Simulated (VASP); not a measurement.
A run of VASP 6.6.1:

File INCAR:

```
ALGO = Normal ; EDIFF = 1E-6
ENCUT = 520 ; GGA = PE
ISIF = 2 ; ISMEAR = -1
LASPH = T ; LCHARG = F
LREAL = F ; LWAVE = F
NBANDS = 13 ; NELM = 100
PREC = Accurate ; SIGMA = 0.06122561905347299
```

File KPOINTS:

```
k-points
0
Gamma
  13 13 13
```

Contents of POSCAR:

```
Sn
1.0
    0.0000000000      2.4397515424      2.4397515424
    2.4397515424      0.0000000000      2.4397515424
    2.4397515424      2.4397515424      0.0000000000
Sn
1
Direct
    0.0000000000      0.0000000000      0.0000000000
```

Potentials or basis: VASP PAW PBE potentials, release 64 (Sn_d).

The run is started by

```console
$ cat potpaw_PBE.64/Sn_d/POTCAR > POTCAR
$ mpirun -np 1 vasp_std > vasp.out
```

Hardware: 1 thread of Intel(R) Xeon(R) Platinum 8259CL CPU @ 2.50GHz (Skylake/Cascade Lake), on a shared host.

**Question.** Estimate the wall time of this run.

**Answer.** Run time: 41 s on 1 thread of Intel(R) Xeon(R) Platinum 8259CL CPU @ 2.50GHz (Skylake/Cascade Lake) (shared host), peak memory 0.17 GiB. Counts: scf iterations 10, k points 84.
